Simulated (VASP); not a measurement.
Set up this calculation in VASP 6.6.1, as the native input.

| Property | Result |
| --- | --- |
| Task | relaxation of cell and atoms |
| Functional | PBE |
| Potentials or basis | VASP PAW PBE potentials, release 64 (Tm_3, B, Au), 4f in core |
| Cutoff | 500 eV |
| k mesh | 6 × 6 × 4 |
| Occupations | gaussian, width 0.1 eV |
| Spin | no spin polarisation |
| Dipole correction | no |
| Further INCAR settings | ALGO = Normal; EDIFF = 1e-07; IBRION = 2; EDIFFG = -0.04; NSW = 90; ISIF = 3 |

The structure of TmB3Au lies in POSCAR:

```
TmB3Au
1.0
    1.5998992786     -7.6973453950      0.0000000000
    1.5998992786      7.6973453950      0.0000000000
    0.0000000000      0.0000000000      5.2053413701
Tm B Au
2 6 2
Direct
    0.1247872342      0.8752127658      0.2500000000
    0.8752127658      0.1247872342      0.7500000000
    0.1531116774      0.8468883226      0.7500000000
    0.7509312899      0.2490687101      0.4158932798
    0.7509312899      0.2490687101      0.0841067202
    0.2490687101      0.7509312899      0.9158932798
    0.2490687101      0.7509312899      0.5841067202
    0.8468883226      0.1531116774      0.2500000000
    0.5552171107      0.4447828893      0.7500000000
    0.4447828893      0.5552171107      0.2500000000
```

The cell was generated, and may not be a known phase.

One way to write it, as run:

INCAR

```
SYSTEM = TmB3Au
  PREC = Accurate
  ENCUT = 500
  EDIFF = 1E-7
  ISMEAR = 0
  SIGMA = 0.1
  LREAL = .FALSE.
  LASPH = .TRUE.
  NELM = 200
  ALGO = Normal
  ISIF = 3
  LWAVE = .FALSE.
  LCHARG = .FALSE.
  GGA = PE
  IBRION = 2
  NSW = 90
  EDIFFG = -0.04
  GGA_COMPAT = .FALSE.
  NELMIN = 4
  LMAXMIX = 6
```

KPOINTS

```
Automatic mesh
0
G
  6 6 4
  0 0 0
```

Potentials or basis: VASP PAW PBE potentials, release 64 (Tm_3, B, Au), 4f in core.

Run with:

```sh
$ cat potpaw_PBE.64/Tm_3/POTCAR potpaw_PBE.64/B/POTCAR potpaw_PBE.64/Au/POTCAR > POTCAR
$ mpirun -np 1 vasp_std > vasp.out
```

It gave:

The energy gained by relaxing is 7.3 meV/atom. The ionic steps are 8 and the pressure after relaxing is -0.1 GPa. The largest force after relaxing is 0.033 eV/Å and the band gap on the k mesh is zero (bands 29 and 30 overlap by 1.77 eV).

Caveat: spin-orbit coupling is left out, which moves the levels of the heavy elements; the 4f electrons are frozen in the core, so they carry no moment and show no levels.

It took 16 min on 1 thread of Intel(R) Xeon(R) 6975P-C (Granite Rapids), with other jobs on the host, peak memory 0.45 GiB.
